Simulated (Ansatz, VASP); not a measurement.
**InP: VASP beside Ansatz**

```
CELL_PARAMETERS angstrom
0.00000 2.56003 3.84004
2.56003 0.00000 3.84004
2.56003 2.56003 0.00000
ATOMIC_POSITIONS crystal
In 0.00000 0.00000 0.00000
P 0.75000 0.75000 0.75000
```

Alike in both runs: task single point; functional LDA; k mesh 4 × 4 × 4; occupations gaussian, width 0.05 eV; no spin polarisation.

|  | VASP | Ansatz |
| --- | --- | --- |
| version | VASP 6.6.1 | Ansatz 0.2.0 |
| potentials or method | VASP PAW LDA potentials, release 64 (In_d, P), cutoff 500 eV | scalar-relativistic, plane waves, PAW |
| valence electrons in the cell | 18 | 18 |

Ansatz gave:

- gap on the k mesh at the Fermi level (eV): none
- pressure (GPa): -2.6
- traceless stress, the component that is largest in VASP (GPa): -8.71

Question: What did VASP give for the same quantities?

Answer: gap on the k mesh at the Fermi level (eV): none; pressure (GPa): -2.6; traceless stress, the component that is largest in VASP (GPa): -8.68.

LDA's correlation is that of Perdew and Zunger in VASP and of Perdew and Wang (1992) in Ansatz. A gap of «none» marks a metal or a gap that the smearing closes.

The k mesh is coarse, so the values compare programs but aren't converged.
